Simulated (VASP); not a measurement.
# MgO in VASP: notebook, part 3 of 3

VASP 6.6.1. Earlier steps stand in the parts before.

**5. Electric field gradients, PBE**

This run uses another cell than the first one, of the same volume but with other edges.

Input file INCAR:

```
ALGO = Normal
EDIFF = 1E-8
ENCUT = 520
GGA = PE
ISIF = 2
ISMEAR = -1
LASPH = T
LCHARG = F
LEFG = T
LREAL = F
LWAVE = F
NBANDS = 11
NELM = 100
PREC = Accurate
SIGMA = 0.01
```

Input file KPOINTS:

```
k-points
0
Gamma
  11 11 11
```

Input file POSCAR:

```
MgO
1.0
    0.0000000000      2.1351500000      2.1351500000
    2.1351500000      0.0000000000      2.1351500000
    2.1351500000      2.1351500000      0.0000000000
Mg O
1 1
Direct
    0.0000000000      0.0000000000      0.0000000000
    0.5000000000      0.5000000000      0.5000000000
```

Potentials or basis: VASP PAW PBE potentials, release 64 (Mg, O).

Command:

```
> cat potpaw_PBE.64/Mg/POTCAR potpaw_PBE.64/O/POTCAR > POTCAR
> mpirun -np 1 vasp_std > vasp.out
```

OUTCAR:

```text
EDIFF = 1E-8
   ENCUT = 520
   GGA = PE
   ISIF = 2
   ISMEAR = -1
   LASPH = T
   LREAL = F
   NELM = 100
   PREC = Accurate

 ion  position               nearest neighbor table
   1  0.000  0.000  0.000-   2 2.14   2 2.14   2 2.14   2 2.14   2 2.14   2 2.14
   2  0.500  0.500  0.500-   1 2.14   1 2.14   1 2.14   1 2.14   1 2.14   1 2.14

  LATTYP: Found a face centered cubic cell.
 ALAT       =     4.2703000000

  Lattice vectors:

 A1 = (   0.0000000000,   2.1351500000,   2.1351500000)
 A2 = (   2.1351500000,   0.0000000000,   2.1351500000)
 A3 = (   2.1351500000,   2.1351500000,   0.0000000000)

Analysis of symmetry for initial positions (statically):
=====================================================================
 Subroutine PRICEL returns:
 Original cell was already a primitive cell.

 Routine SETGRP: Setting up the symmetry group for a
 face centered cubic supercell.

 Subroutine GETGRP returns: Found 48 space group operations
[... 522 lines left out ...]
  volume of cell :       19.47
      direct lattice vectors                 reciprocal lattice vectors
     0.000000000  2.135150000  2.135150000    -0.234175585  0.234175585  0.234175585
     2.135150000  0.000000000  2.135150000     0.234175585 -0.234175585  0.234175585
     2.135150000  2.135150000  0.000000000     0.234175585  0.234175585 -0.234175585

 POSITION                                       TOTAL-FORCE (eV/Angst)
 -----------------------------------------------------------------------------------
      0.00000      0.00000      0.00000        -0.000000      0.000000      0.000000
      2.13515      2.13515      2.13515         0.000000     -0.000000     -0.000000
 -----------------------------------------------------------------------------------
    total drift:                               -0.000000     -0.000000      0.000000

  FREE ENERGIE OF THE ION-ELECTRON SYSTEM (eV)
  ---------------------------------------------------
  free  energy   TOTEN  =       -11.9097451813 eV

  energy  without entropy=      -11.9097451813  energy(sigma->0) =      -11.90974518

 Electric field gradients (V/A^2)
---------------------------------------------------------------------
 ion       V_xx      V_yy      V_zz      V_xy      V_xz      V_yz
---------------------------------------------------------------------
   1       0.000    -0.000     0.000     0.000     0.000     0.000
   2       0.000    -0.000     0.000    -0.002    -0.002    -0.002
---------------------------------------------------------------------

 Electric field gradients after diagonalization (V/A^2)
 (convention: |V_zz| > |V_xx| > |V_yy|)
----------------------------------------------------------------------
 ion       V_xx      V_yy      V_zz     asymmetry (V_yy - V_xx)/ V_zz
----------------------------------------------------------------------
   1      -0.000    -0.000     0.000       0.000
   2       0.002     0.002    -0.005       0.000
----------------------------------------------------------------------

           NMR quadrupolar parameters

 Cq : quadrupolar parameter    Cq=e*Q*V_zz/h
 eta: asymmetry parameters     (V_yy - V_xx)/ V_zz
 Q  : nuclear electric quadrupole moment in mb (millibarn)
----------------------------------------------------------------------
 ion       Cq(MHz)       eta       Q (mb)
----------------------------------------------------------------------
   1       0.000       0.000       1.000
   2      -0.000       0.000       1.000
----------------------------------------------------------------------
```

stdout:

```text
POSCAR found type information on POSCAR MgO
 POSCAR found :  2 types and       2 ions
 scaLAPACK will be used
 LDA part: xc-table for (Slater+PW92), standard interpolation
 POSCAR, INCAR and KPOINTS ok, starting setup
 FFT: planning ... GRIDC
 FFT: planning ... GRID_SOFT
 FFT: planning ... GRID
 WAVECAR not read
 entering main loop
ion   1

ion   2
```

Wall time 5.5 s (1 thread of Intel Xeon 6975P-C (Granite Rapids), shared host); peak memory 0.14 GiB.

What came out:

```
Free energy            : -11.9097 eV
Pressure               : -2.4 GPa
Band gap on the k mesh : 4.34 eV, direct
```

Levels at points of the mesh, in eV from the valence-band top:
| k point | band 2 | band 3 | band 4 | band 5 | band 6 | band 7 |
| --- | --- | --- | --- | --- | --- | --- |
| (0.00, 0.00, 0.00) | 0.00 | 0.00 | 0.00 | 4.34 | 15.57 | 15.57 |

Caveat: without QUAD_EFG the Cq values of the log hold for a quadrupole moment of 1 mb, not for the nuclei.

**6. Electric field gradients, PBE (volume scaled by 1.02)**

INCAR, as its differences from that of step 5:

```diff
@@ -12,3 +12,3 @@
 NBANDS = 11
-NELM = 100
+NELM = 80
 PREC = Accurate
```

KPOINTS is that of step 5.

Input file POSCAR:

```
MgO
1.0
    0.0000000000      2.1492904783      2.1492904783
    2.1492904783      0.0000000000      2.1492904783
    2.1492904783      2.1492904783      0.0000000000
Mg O
1 1
Direct
    0.0000000000      0.0000000000      0.0000000000
    0.5000000000      0.5000000000      0.5000000000
```

Potentials or basis: VASP PAW PBE potentials, release 64 (Mg, O).

Command:

```
> cat potpaw_PBE.64/Mg/POTCAR potpaw_PBE.64/O/POTCAR > POTCAR
> mpirun -np 1 vasp_std > vasp.out
```

OUTCAR:

```text
EDIFF = 1E-8
   ENCUT = 520
   GGA = PE
   ISIF = 2
   ISMEAR = -1
   LASPH = T
   LREAL = F
   NELM = 80
   PREC = Accurate

 ion  position               nearest neighbor table
   1  0.000  0.000  0.000-   2 2.15   2 2.15   2 2.15   2 2.15   2 2.15   2 2.15
   2  0.500  0.500  0.500-   1 2.15   1 2.15   1 2.15   1 2.15   1 2.15   1 2.15

  LATTYP: Found a face centered cubic cell.
 ALAT       =     4.2985809566

  Lattice vectors:

 A1 = (   0.0000000000,   2.1492904783,   2.1492904783)
 A2 = (   2.1492904783,   0.0000000000,   2.1492904783)
 A3 = (   2.1492904783,   2.1492904783,   0.0000000000)

Analysis of symmetry for initial positions (statically):
=====================================================================
 Subroutine PRICEL returns:
 Original cell was already a primitive cell.

 Routine SETGRP: Setting up the symmetry group for a
 face centered cubic supercell.

 Subroutine GETGRP returns: Found 48 space group operations
 (whereof 48 operations were pure point group operations)
 out of a pool of 48 trial point group operations.

The static configuration has the point symmetry O_h .

Analysis of symmetry for dynamics (positions and initial velocities):
=====================================================================
 Subroutine PRICEL returns:
 Original cell was already a primitive cell.

 Routine SETGRP: Setting up the symmetry group for a
 face centered cubic supercell.

 Subroutine GETGRP returns: Found 48 space group operations
 (whereof 48 operations were pure point group operations)
 out of a pool of 48 trial point group operations.

The dynamic configuration has the point symmetry O_h .

 Subroutine INISYM returns: Found 48 space group operations
 (whereof 48 operations are pure point group operations),
 and found     1 'primitive' translations

----------------------------------------------------------------------------------------

                                     Primitive cell

  volume of cell :      19.8571

  direct lattice vectors                    reciprocal lattice vectors
     0.000000000  2.149290478  2.149290478    -0.232634911  0.232634911  0.232634911
     2.149290478  0.000000000  2.149290478     0.232634911 -0.232634911  0.232634911
     2.149290478  2.149290478  0.000000000     0.232634911  0.232634911 -0.232634911

  length of vectors
     3.039555744  3.039555744  3.039555744     0.402935486  0.402935486  0.402935486

  position of ions in fractional coordinates (direct lattice)
     0.000000000  0.000000000  0.000000000
     0.500000000  0.500000000  0.500000000

  ion indices of the primitive-cell ions
   primitive index   ion index
                 1           1
                 2           2

----------------------------------------------------------------------------------------

 KPOINTS: k-points

Automatic generation of k-mesh.
 Grid dimensions read from file:
 generate k-points for:   11   11   11

 Generating k-lattice:

  Cartesian coordinates                     Fractional coordinates (reciprocal lattice)
    -0.021148628  0.021148628  0.021148628     0.090909091  0.000000000  0.000000000
[... 73 lines left out ...]
   EFERMI =   0.00;   METHOD = LEGACY
   ISMEAR =    -1;   SIGMA  =   0.01  broadening in eV -4-tet -1-fermi 0-gaus
   EFERMI_NEDOS =   21; number of points for ismear=-14 and -15
   IALGO  =     38    algorithm
   IMIX   =      4    mixing-type and parameters
     AMIX     =   0.40;   BMIX     =  1.00
     AMIX_MAG =   1.60;   BMIX_MAG =  1.00
  volume/ion in A,a.u.               =       9.93        67.00
  Fermi-wavevector in a.u.,A,eV,Ry     =   1.209112  2.284890 19.891048  1.461951
  Thomas-Fermi vector in A             =   2.344699
   LORBIT       =      0    0 simple, 1 ext, 2 COOP (PROOUT), +10 PAW based schemes
   GGA     = PE    functional components
   LHFCALC =     F    Hartree Fock is set to
   AEXX    =    0.0000 exact exchange contribution
   IVDW    =     0    specifies the selected vdW correction
   LEPSILON=     F    determine dielectric tensor
   LRPA    =     F    only Hartree local field effects (RPA)
 non-spin polarized calculation
  energy-cutoff  :      520.00
  volume of cell :       19.86
 maximum number of plane-waves:       543
   NGX = 11   NGY = 11   NGZ = 11

 number of electron       7.9999999 magnetization

 Free energy of the ion-electron system (eV)
  ---------------------------------------------------
  ext. energy  EPLUGINS =         0.00000000
  ---------------------------------------------------
  free energy    TOTEN  =       -11.90095660 eV

  energy without entropy =      -11.90095660  energy(sigma->0) =      -11.90095660

 E-fermi :   3.0712     XC(G=0): -10.7933

 val. band max:        2.7439528003   @ k =   0.0000   0.0000   0.0000
 cond. band min:       6.8993806126   @ k =   0.0000   0.0000   0.0000
 fundamental gap:      4.1554278123
 Fermi energy:         3.0712435161

 k-point     1 :       0.0000    0.0000    0.0000
  band No.  band energies     occupation
      1     -14.2183      2.00000
      2       2.7440      2.00000
      3       2.7440      2.00000
      4       2.7440      2.00000
      5       6.8994      0.00000
      6      18.1968      0.00000
      7      18.1968      0.00000
      8      18.1968      0.00000
      9      21.9563      0.00000
     10      23.6609      0.00000
     11      23.6609      0.00000
[... 309 lines left out ...]
 k-point    24 :      -0.1818    0.1818    0.0000
  band No.  band energies     occupation
      1     -13.5202      2.00000
      2       0.0117      2.00000
      3       1.7114      2.00000
      4       2.4137      2.00000
      5      10.1994      0.00000
      6      14.4716      0.00000
      7      17.5509      0.00000
      8      20.0019      0.00000
      9      20.3206      0.00000
     10      23.3113      0.00000
     11      26.2276      0.00000

 [... further k-points ...]
[... 5 lines left out ...]
  --------------------------------------------------------------------------------------
  -------------------------------------------------------------------------------------
  Total       -0.6352537     -0.6352537     -0.6352537      0.0000000      0.0000000      0.0000000
  in kB      -51.2557310    -51.2557310    -51.2557310      0.0000000      0.0000000      0.0000000
  external PRESSURE =     -51.2557310 kB  Pullay stress =       0.0000000 kB

 VOLUME and BASIS-vectors are now :
 -----------------------------------------------------------------------------
  energy-cutoff  :      520.00
  volume of cell :       19.86
      direct lattice vectors                 reciprocal lattice vectors
     0.000000000  2.149290478  2.149290478    -0.232634911  0.232634911  0.232634911
     2.149290478  0.000000000  2.149290478     0.232634911 -0.232634911  0.232634911
     2.149290478  2.149290478  0.000000000     0.232634911  0.232634911 -0.232634911

 POSITION                                       TOTAL-FORCE (eV/Angst)
 -----------------------------------------------------------------------------------
      0.00000      0.00000      0.00000        -0.000000     -0.000000      0.000000
      2.14929      2.14929      2.14929         0.000000      0.000000      0.000000
 -----------------------------------------------------------------------------------
    total drift:                               -0.000000     -0.000000      0.000000

  FREE ENERGIE OF THE ION-ELECTRON SYSTEM (eV)
  ---------------------------------------------------
  free  energy   TOTEN  =       -11.9009566026 eV

  energy  without entropy=      -11.9009566026  energy(sigma->0) =      -11.90095660

 Electric field gradients (V/A^2)
---------------------------------------------------------------------
 ion       V_xx      V_yy      V_zz      V_xy      V_xz      V_yz
---------------------------------------------------------------------
   1      -0.000    -0.000    -0.000     0.000     0.000     0.000
   2       0.000     0.000     0.000    -0.002    -0.002    -0.002
---------------------------------------------------------------------

 Electric field gradients after diagonalization (V/A^2)
 (convention: |V_zz| > |V_xx| > |V_yy|)
----------------------------------------------------------------------
 ion       V_xx      V_yy      V_zz     asymmetry (V_yy - V_xx)/ V_zz
----------------------------------------------------------------------
   1      -0.000    -0.000     0.000       0.000
   2       0.002     0.002    -0.004       0.000
----------------------------------------------------------------------

           NMR quadrupolar parameters

 Cq : quadrupolar parameter    Cq=e*Q*V_zz/h
 eta: asymmetry parameters     (V_yy - V_xx)/ V_zz
 Q  : nuclear electric quadrupole moment in mb (millibarn)
----------------------------------------------------------------------
 ion       Cq(MHz)       eta       Q (mb)
----------------------------------------------------------------------
   1       0.000       0.000       1.000
   2      -0.000       0.000       1.000
----------------------------------------------------------------------
```

OSZICAR:

```text
N       E                     dE             d eps       ncg     rms          rms(c)
DAV:   1     0.133226708532E+02    0.13323E+02   -0.45736E+03  1376   0.640E+02
DAV:   2    -0.128477862170E+02   -0.26170E+02   -0.25443E+02  1427   0.132E+02
DAV:   3    -0.134558710913E+02   -0.60808E+00   -0.60749E+00  1489   0.175E+01
DAV:   4    -0.134572794627E+02   -0.14084E-02   -0.14083E-02  1358   0.989E-01
DAV:   5    -0.134572842591E+02   -0.47963E-05   -0.47963E-05  1457   0.558E-02    0.718E+00
DAV:   6    -0.119238001183E+02    0.15335E+01   -0.93044E+00  1274   0.164E+01    0.234E+00
DAV:   7    -0.119076087561E+02    0.16191E-01   -0.69607E-02  1337   0.224E+00    0.135E+00
DAV:   8    -0.119013986630E+02    0.62101E-02   -0.32140E-02  1280   0.198E+00    0.256E-01
DAV:   9    -0.119009813420E+02    0.41732E-03   -0.58039E-04  1406   0.170E-01    0.146E-01
DAV:  10    -0.119009546722E+02    0.26670E-04   -0.50607E-04  1340   0.170E-01    0.720E-03
DAV:  11    -0.119009567123E+02   -0.20401E-05   -0.40357E-06  1424   0.147E-02    0.611E-03
DAV:  12    -0.119009566450E+02    0.67260E-07   -0.71364E-07  1382   0.642E-03    0.663E-04
DAV:  13    -0.119009566243E+02    0.20724E-07   -0.60860E-08  1382   0.148E-03    0.146E-04
DAV:  14    -0.119009566016E+02    0.22663E-07   -0.19507E-09   703   0.301E-04    0.299E-05
DAV:  15    -0.119009566026E+02   -0.91870E-09   -0.13329E-10   670   0.711E-05
   1 F= -.11900957E+02 E0= -.11900957E+02  d E =-.944820E-17
```

stdout:

```text
POSCAR found type information on POSCAR MgO
 POSCAR found :  2 types and       2 ions
 scaLAPACK will be used
 LDA part: xc-table for (Slater+PW92), standard interpolation
 POSCAR, INCAR and KPOINTS ok, starting setup
 FFT: planning ... GRIDC
 FFT: planning ... GRID_SOFT
 FFT: planning ... GRID
 WAVECAR not read
 entering main loop
ion   1

ion   2
```

It took 5.1 s on 1 thread of Intel Xeon 6975P-C (Granite Rapids), shared host; peak memory 0.14 GiB.

What came out:

| Item | Value |
| --- | --- |
| Free energy | -11.9010 eV |
| Pressure | -5.1 GPa |
| Band gap on the k mesh | 4.16 eV, direct |

Levels at points of the mesh, in eV from the valence-band top:
```csv
k point,band 1,band 2,band 3,band 4,band 5,band 6,band 7,band 8
"(0.00, 0.00, 0.00)",-16.96,0.00,0.00,0.00,4.16,15.45,15.45,15.45
```

Caveat: without QUAD_EFG the Cq values of the log hold for a quadrupole moment of 1 mb, not for the nuclei.

**7. Overview**

| cell | gap on the mesh (eV) | pressure (GPa) |
| --- | --- | --- |
| a = 3.020, b = 3.020, c = 2.959 Å, angles 60.7, 60.7, 61.3°, 2 atoms | 4.17 | -2.4 |
| a = 2.958 Å, angles 60.0°, 2 atoms | 4.93 | 7.5 |
| a = 2.999 Å, angles 60.0°, 2 atoms | 4.52 | 0.6 |
| a = 3.020 Å, angles 60.0°, 2 atoms | 4.34 | -2.4 |
| a = 3.040 Å, angles 60.0°, 2 atoms | 4.16 | -5.1 |

Alike in all rows: task electric field gradients; level PBE; potentials or basis VASP PAW PBE potentials, release 64 (Mg, O); no spin polarisation; k mesh 11 × 11 × 11; cutoff (eV) 520; smearing fermi-dirac 0.01 eV.

Absolute energies hang on the potentials; compare differences alone.

**8. Against experiment**

Step 5. A measured gap of MgO is 7.83 eV (quoted in “Electronic structure of alkaline earth and post-transition metal oxides”, 2009, arxiv:0908.1581); the calculated 4.34 eV misses it by -3.49 eV. The value is that of PBE, without temperature or zero-point motion. Semilocal functionals fall short of measured gaps as a rule.
